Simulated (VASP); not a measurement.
# BN (P3m1) in VASP: single point with r2SCAN

Aim: the single point of BN with r2SCAN.

Everything below comes from runs of VASP 6.6.1. Logs are shortened: lines on timing, memory, paths and dates and some standing lists are left out, and cuts for length are marked.

## 1. The cell of the first run

The structure is trigonal, space group P3m1 (No. 156). Conventional cell: a = 2.554 Å, b = 2.554 Å, c = 4.227 Å, α = 90.00°, β = 90.00°, γ = 120.00°. B (site symmetry 3m) has 4 N at 1.48 to 1.60 Å within 2.0 Å. B (site symmetry 3m) has 4 N at 1.57 to 1.58 Å within 2.1 Å. N (site symmetry 3m) has 4 B at 1.48 to 1.57 Å within 2.0 Å. N (site symmetry 3m) has 4 B at 1.58 to 1.60 Å within 2.1 Å.

## 2. Single point, r2SCAN (atom 1 (B) moved -0.100 Å along Cartesian [0 0 1])

POSCAR reads:

```
BN
1.0
    2.5539396017      0.0000000000      0.0000000000
   -1.2769698009      2.2117765748      0.0000000000
    0.0000000000      0.0000000000      4.2268550000
B N
2 2
Direct
    0.6666666667      0.3333333333      0.9760657482
    0.3333333333      0.6666666667      0.4997240000
    0.6666666667      0.3333333333      0.6252760000
    0.3333333333      0.6666666667      0.1252760000
```

INCAR.step1 reads:

```
PREC     = Accurate       # precision mode
ENCUT    = 1460           # plane-wave cutoff, eV
ISMEAR   = 0              # smearing method
SIGMA    = 0.05           # smearing width, eV
LREAL    = F              # projectors in reciprocal space
LASPH    = T              # aspherical terms in the spheres
NELM     = 120            # most SCF steps
NBANDS   = 16             # bands
GGA      = PE             # functional
ALGO     = Normal         # electronic algorithm
EDIFF    = 1E-5           # SCF threshold, eV
LWAVE    = T              # write WAVECAR
LCHARG   = F              # write CHGCAR
GGA_COMPAT= F
```

INCAR.step2 reads:

```
PREC     = Accurate       # precision mode
ENCUT    = 1460           # plane-wave cutoff, eV
EDIFF    = 1E-6           # SCF threshold, eV
ISMEAR   = 0              # smearing method
SIGMA    = 0.05           # smearing width, eV
LREAL    = F              # projectors in reciprocal space
LASPH    = T              # aspherical terms in the spheres
NELM     = 120            # most SCF steps
ALGO     = Normal         # electronic algorithm
ISIF     = 2              # what is computed and relaxed
LWAVE    = F              # write WAVECAR
LCHARG   = T              # write CHGCAR
METAGGA  = R2SCAN         # meta-GGA
LMIXTAU  = T            
LELF     = T              # ELF
LVHAR    = T            
NBANDS   = 16             # bands
ISTART   = 1            
GGA_COMPAT= F
```

KPOINTS reads:

```
Automatic mesh
0
Gamma
  12 12 6
```

Potentials or basis: VASP PAW PBE potentials, release 64 (B_h, N_h).

The run is started by

```console
> cat potpaw_PBE.64/B_h/POTCAR potpaw_PBE.64/N_h/POTCAR > POTCAR
> cp INCAR.step1 INCAR
> mpirun -np 1 vasp_std > vasp.out
> cp INCAR.step2 INCAR
> mpirun -np 1 vasp_std > vasp.out
```

OUTCAR:

```text
PREC = Accurate
   ENCUT = 1460
   EDIFF = 1E-6
   ISMEAR = 0
   LREAL = F
   LASPH = T
   NELM = 120
   ISIF = 2
   METAGGA = R2SCAN
   ISTART = 1

 ion  position               nearest neighbor table
   1  0.667  0.333  0.976-
   2  0.333  0.667  0.500-
   3  0.667  0.333  0.625-
   4  0.333  0.667  0.125-

  LATTYP: Found a hexagonal cell.
 ALAT       =     2.5539396017
 C/A-ratio  =     1.6550332659

  Lattice vectors:

 A1 = (   2.5539396017,   0.0000000000,   0.0000000000)
 A2 = (  -1.2769698009,   2.2117765748,   0.0000000000)
 A3 = (   0.0000000000,   0.0000000000,   4.2268550000)

Analysis of symmetry for initial positions (statically):
=====================================================================
 Subroutine PRICEL returns:
 Original cell was already a primitive cell.

 Routine SETGRP: Setting up the symmetry group for a
 hexagonal supercell.

 Subroutine GETGRP returns: Found  6 space group operations
 (whereof  6 operations were pure point group operations)
 out of a pool of 24 trial point group operations.

The static configuration has the point symmetry C_3v.

Analysis of symmetry for dynamics (positions and initial velocities):
=====================================================================
 Subroutine PRICEL returns:
 Original cell was already a primitive cell.

 Routine SETGRP: Setting up the symmetry group for a
 hexagonal supercell.

 Subroutine GETGRP returns: Found  6 space group operations
 (whereof  6 operations were pure point group operations)
 out of a pool of 24 trial point group operations.

The dynamic configuration has the point symmetry C_3v.

 Subroutine INISYM returns: Found  6 space group operations
 (whereof  6 operations are pure point group operations),
 and found     1 'primitive' translations

----------------------------------------------------------------------------------------

                                     Primitive cell

  volume of cell :      23.8764

  direct lattice vectors                    reciprocal lattice vectors
[... 80 lines left out ...]
   NGXF,Y,Z  is equivalent  to a cutoff of  41.66, 41.66, 42.48 a.u.
 SYSTEM =  unknown system
   PREC   = accura    normal or accurate (medium, high low for compatibility)
   ISTART =      1    job   : 0-new  1-cont  2-samecut
   ICHARG =      0    charge: 1-file 2-atom 10-const
   ISPIN  =      1    spin polarized calculation?
   LNONCOLLINEAR =      F non collinear calculations
   LSORBIT =      F    spin-orbit coupling
   LASPH  =      T    aspherical Exc in radial PAW
   ENCUT  = 1460.0 eV 107.31 Ry   10.36 a.u.   7.96  7.96 13.17*2*pi/ulx,y,z
   NELM   =    120;   NELMIN=  2; NELMDL=  0     # of ELM steps
   EDIFF  = 0.1E-05   stopping-criterion for ELM
   LREAL  =      F    real-space projection
[... 7 lines left out ...]
   TEBEG  =    0.0;   TEEND  =   0.0 temperature during run
   PSTRESS=    0.0 pullay stress
   NELECT =      16.0000    total number of electrons
   NUPDOWN=      -1.0000    fix difference up-down
   EMIN   =  10.00;   EMAX   =-10.00  energy-range for DOS
   EFERMI =   0.00;   METHOD = LEGACY
   ISMEAR =     0;   SIGMA  =   0.05  broadening in eV -4-tet -1-fermi 0-gaus
   EFERMI_NEDOS =   21; number of points for ismear=-14 and -15
   IALGO  =     38    algorithm
   IMIX   =      4    mixing-type and parameters
     AMIX     =   0.40;   BMIX     =  1.00
     AMIX_MAG =   1.60;   BMIX_MAG =  1.00
  volume/ion in A,a.u.               =       5.97        40.28
  Fermi-wavevector in a.u.,A,eV,Ry     =   1.432600  2.707222 27.923836  2.052344
  Thomas-Fermi vector in A             =   2.552210
   LORBIT       =      0    0 simple, 1 ext, 2 COOP (PROOUT), +10 PAW based schemes
   METAGGA = R2SCAN    functional components
   LHFCALC =     F    Hartree Fock is set to
   AEXX    =    0.0000 exact exchange contribution
   IVDW    =     0    specifies the selected vdW correction
   LEPSILON=     F    determine dielectric tensor
   LRPA    =     F    only Hartree local field effects (RPA)
 non-spin polarized calculation
 Gauss-broadening in eV      SIGMA  =   0.05
  energy-cutoff  :     1460.00
  volume of cell :       23.88
 maximum number of plane-waves:      3050
   NGX = 15   NGY = 15   NGZ = 27

 number of electron      16.0000000 magnetization

 Free energy of the ion-electron system (eV)
  ---------------------------------------------------
  ext. energy  EPLUGINS =         0.00000000
  ---------------------------------------------------
  free energy    TOTEN  =       -38.12843290 eV

  energy without entropy =      -38.12843290  energy(sigma->0) =      -38.12843290

 E-fermi :   9.6696     XC(G=0): -13.6914

 val. band max:        9.3560808438   @ k =   0.0000   0.0000   0.0000
 cond. band min:      14.1103959026   @ k =   0.3333   0.3333   0.0000
 fundamental gap:      4.7543150588
 Fermi energy:         9.6696148083

 k-point     1 :       0.0000    0.0000    0.0000
  band No.  band energies     occupation
      1     -12.4920      2.00000
      2      -8.1749      2.00000
      3      -2.4364      2.00000
      4       6.6933      2.00000
      5       6.6933      2.00000
      6       8.0996      2.00000
[... 433 lines left out ...]
      3      -1.0656      2.00000
      4       4.3653      2.00000
      5       5.8706      2.00000
      6       6.5239      2.00000
[... 8 lines left out ...]
     15      22.9550      0.00000
     16      25.1939      0.00000

 [... further k-points ...]

------------------------ aborting loop because EDIFF is reached ----------------------------------------

  FORCE on cell =-STRESS in cart. coord.  units (eV):
  Direction    XX          YY          ZZ          XY          YZ          ZX
  --------------------------------------------------------------------------------------
  -------------------------------------------------------------------------------------
  Total       -0.6243198     -0.6243198     -0.4795027      0.0000000      0.0000000     -0.0000000
  in kB      -41.8936783    -41.8936783    -32.1760257      0.0000000      0.0000000     -0.0000000
  external PRESSURE =     -38.6544608 kB  Pullay stress =       0.0000000 kB

 VOLUME and BASIS-vectors are now :
 -----------------------------------------------------------------------------
  energy-cutoff  :     1460.00
  volume of cell :       23.88
      direct lattice vectors                 reciprocal lattice vectors
     2.553939602  0.000000000  0.000000000     0.391551938  0.226062617  0.000000000
    -1.276969801  2.211776575  0.000000000     0.000000000  0.452125233  0.000000000
     0.000000000  0.000000000  4.226855000     0.000000000  0.000000000  0.236582518

 POSITION                                       TOTAL-FORCE (eV/Angst)
 -----------------------------------------------------------------------------------
      1.27697      0.73726      4.12569         0.000000     -0.000000      4.115500
     -0.00000      1.47452      2.11226        -0.000000      0.000000     -1.209497
      1.27697      0.73726      2.64295        -0.000000      0.000000     -1.304282
     -0.00000      1.47452      0.52952         0.000000     -0.000000     -1.601722
 -----------------------------------------------------------------------------------
    total drift:                                0.000000      0.000000     -0.008018

  FREE ENERGIE OF THE ION-ELECTRON SYSTEM (eV)
  ---------------------------------------------------
  free  energy   TOTEN  =       -38.1284328956 eV

  energy  without entropy=      -38.1284328956  energy(sigma->0) =      -38.12843290
```

Wall time 8.4 min (1 thread of AMD EPYC 7R43 (Zen 3), shared host); peak memory 0.29 GiB.

Results:

- Free energy: -38.1284 eV
- Pressure: -3.9 GPa
- Largest force: 4.115 eV/Å
- Band gap on the k mesh: 4.75 eV (least direct gap 8.33 eV)

Forces on the atoms (eV/Å):
```
B    0.000  0.000  4.115
B    0.000  0.000 -1.209
N    0.000  0.000 -1.304
N    0.000  0.000 -1.602
```

Levels at points of the mesh, in eV from the valence-band top:
```tsv
k point	band 5	band 6	band 7	band 8	band 9	band 10	band 11	band 12
(0.00, 0.00, 0.00)	-2.66	-1.26	0.00	0.00	8.47	8.47	9.31	9.65
(0.50, 0.00, 0.00)	-7.80	-5.55	-5.24	-2.11	6.84	7.86	10.16	11.50
(0.00, 0.00, 0.50)	-2.12	-2.12	-0.81	-0.81	9.25	9.89	9.89	10.33
(0.50, 0.00, 0.50)	-4.75	-4.73	-4.00	-3.43	6.47	6.84	10.28	10.76
```

Caveat: the cell differs from its parent crystal (atom 1 (B) moved -0.100 Å along Cartesian [0 0 1]); the cell stands under tension; the PAW data sets were made with another functional, which shifts forces and pressure a little. A k mesh can miss the band edges.
